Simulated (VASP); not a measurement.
BaTe: single point with PBEsol

The system is BaTe.

```xyz
4
Lattice="6.0014 0.0000 0.0000 0.0000 6.0014 0.0000 0.0000 0.0000 4.2436" Properties=species:S:1:pos:R:3 pbc="T T T"
Ba    3.0007    0.0000    2.1216
Ba    0.0000    3.0007    2.1220
Te    0.0000    0.0000    0.0000
Te    3.0007    3.0007    0.0000
```

```yaml
Program: VASP 6.6.1
Task: single point
Functional: PBEsol
Potentials_or_basis: VASP PAW PBE potentials, release 64 (Ba_sv, Te)
Cutoff: 520 eV
k_mesh: 6 × 6 × 8
Occupations: gaussian, width 0.05 eV
Spin: no spin polarisation
Dipole_correction: no
Further_INCAR_settings: ALGO = Normal; EDIFF = 1e-07; NBANDS = 24
```

| Quantity | Value |
| --- | --- |
| Pressure | -1.4 GPa |
| Band gap on the k mesh | 0.68 eV |

Levels at points of the mesh, in eV from the valence-band top:
```
           k point  band 13  band 14  band 15  band 16  band 17  band 18  band 19  band 20
(0.00, 0.00, 0.00)    -0.38    -0.38    -0.38     0.00     0.68     0.68     0.88     2.28
(0.50, 0.00, 0.00)    -1.59    -1.59    -0.57    -0.57     1.70     1.70     3.02     3.02
(0.50, 0.50, 0.00)    -0.90    -0.90    -0.90    -0.90     1.49     1.49     4.76     4.76
(0.00, 0.00, 0.50)    -2.98    -2.98    -0.90    -0.90     1.49     4.69     4.69     4.69
(0.50, 0.00, 0.50)    -2.16    -2.16    -1.24    -1.24     2.47     2.47     2.58     2.58
(0.50, 0.50, 0.50)    -2.08    -2.08     0.00     0.00     0.88     0.88     2.47     2.47
```

Run time: 69 s on 1 thread of Intel(R) Xeon(R) 6975P-C (Granite Rapids), with other jobs on the host, peak memory 0.36 GiB.

Caveat: the PAW data sets were made with another functional, which shifts forces and pressure a little; spin-orbit coupling is left out, which moves the levels of the heavy elements. A k mesh can miss the band edges.
